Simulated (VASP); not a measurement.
A run of VASP 6.6.1:

The input INCAR:

```
ALGO     = Normal         # electronic algorithm
EDIFF    = 1E-7           # SCF threshold, eV
ENCUT    = 520            # plane-wave cutoff, eV
GGA      = RE             # functional
ISIF     = 2              # what is computed and relaxed
ISMEAR   = -1             # smearing method
LASPH    = T              # aspherical terms in the spheres
LCHARG   = F              # write CHGCAR
LREAL    = F              # projectors in reciprocal space
LWAVE    = F              # write WAVECAR
NBANDS   = 42             # bands
NELM     = 100            # most SCF steps
PREC     = Accurate       # precision mode
SIGMA    = 0.1            # smearing width, eV
```

KPOINTS

```
k-points
0
Gamma
  4 4 3
```

File POSCAR:

```
CsPd5S
1.0
    4.2051490000      0.0000000000      0.0000000000
    0.0000000000      4.2051490000      0.0000000000
    0.0000000000      0.0000000000      7.3857200000
Pd Cs S
5 1 1
Direct
    0.5000000000      0.0000000000      0.7262000000
    0.0000000000      0.5000000000      0.7262000000
    0.5000000000      0.0000000000      0.2738000000
    0.0000000000      0.5000000000      0.2738000000
    0.0000000000      0.0000000000      0.0000000000
    0.5000000000      0.5000000000      0.0000000000
    0.0000000000      0.0000000000      0.5000000000
```

Potentials or basis: VASP PAW PBE potentials, release 64 (Pd, Cs_sv, S).

Launch:

```console
$ cat potpaw_PBE.64/Pd/POTCAR potpaw_PBE.64/Cs_sv/POTCAR potpaw_PBE.64/S/POTCAR > POTCAR
$ mpirun -np 1 vasp_std > vasp.out
```

Hardware: 1 thread of Intel Xeon 8259CL, on a shared host.

Question: How long does it take, and how much memory?

Answer: Run time: 2.1 min on 1 thread of Intel Xeon 8259CL, with other jobs on the host, peak memory 0.25 GiB. Counts: scf iterations 17, k points 12.
